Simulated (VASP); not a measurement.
Set up this calculation in VASP 6.6.1, as the native input.

```yaml
Task: single point
Functional: PBE
Potentials_or_basis: VASP PAW PBE potentials, release 64 (Na_pv, F)
Cutoff: 600 eV
k_mesh: 6 × 6 × 6
Occupations: gaussian, width 0.01 eV
Spin: no spin polarisation
Dipole_correction: no
Further_INCAR_settings: ALGO = Normal; EDIFF = 1e-06; NBANDS = 14
```

The structure of NaF lies in POSCAR:

```
NaF
1.0
    0.0000000000      2.5312613675      2.5312613675
    2.5312613675      0.0000000000      2.5312613675
    2.5312613675      2.5312613675      0.0000000000
Na F
1 1
Direct
    0.0000000000      0.0000000000      0.0000000000
    0.2500000000      0.2500000000      0.2500000000
```

The input as run:

INCAR

```
PREC = Accurate
ENCUT = 600
EDIFF = 1E-6
ISMEAR = 0
SIGMA = 0.01
LREAL = F
LASPH = T
NELM = 120
ALGO = Normal
ISIF = 2
LWAVE = F
LCHARG = F
GGA = PE
NBANDS = 14
GGA_COMPAT = F
```

KPOINTS

```
regular mesh
0
Gamma
  6 6 6
```

Potentials or basis: VASP PAW PBE potentials, release 64 (Na_pv, F).

Launch:

```console
$ cat potpaw_PBE.64/Na_pv/POTCAR potpaw_PBE.64/F/POTCAR > POTCAR
$ mpirun -np 1 vasp_std > vasp.out
```

It gave:

```yaml
Pressure: 1.9 GPa
Band_gap_on_the_k_mesh: 5.61 eV, direct
```

It took 7.4 s on 1 thread of AMD EPYC 9R45 96-Core Processor (Zen 5), with other jobs on the host, peak memory 0.13 GiB.
